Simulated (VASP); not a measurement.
Here is a VASP 6.6.1 calculation.

The input INCAR:

```
PREC = Accurate
ENCUT = 520
EDIFF = 1E-6
ISMEAR = 0
SIGMA = 0.1
LREAL = F
LASPH = T
NELM = 80
ALGO = Fast
ISIF = 2
LWAVE = F
LCHARG = T
GGA = PE
LELF = T
LVHAR = T
NBANDS = 22
```

The input KPOINTS:

```
Automatic mesh
0
Gamma
  12 12 12
```

The input POSCAR:

```
Ca2Ir
1.0
    0.0000000000      3.4411555218      3.4411555218
    3.4411555218      0.0000000000      3.4411555218
    3.4411555218      3.4411555218      0.0000000000
Ca Ir
2 1
Direct
    0.2500000000      0.2500000000      0.2500000000
    0.7500000000      0.7500000000      0.7500000000
    0.0000000000      0.0000000000      0.0000000000
```

Potentials or basis: VASP PAW PBE potentials, release 64 (Ca_sv, Ir).

Command:

```sh
$ cat potpaw_PBE.64/Ca_sv/POTCAR potpaw_PBE.64/Ir/POTCAR > POTCAR
$ mpirun -np 1 vasp_std > vasp.out
```

(1) Estimate the band gap on the k mesh.

(2) Estimate the pressure.

Answers

(1) zero (an odd number of electrons rules out a gap without spin polarisation).

(2) 0.1 GPa.

Caveat: spin-orbit coupling is left out, which moves the levels of the heavy elements.
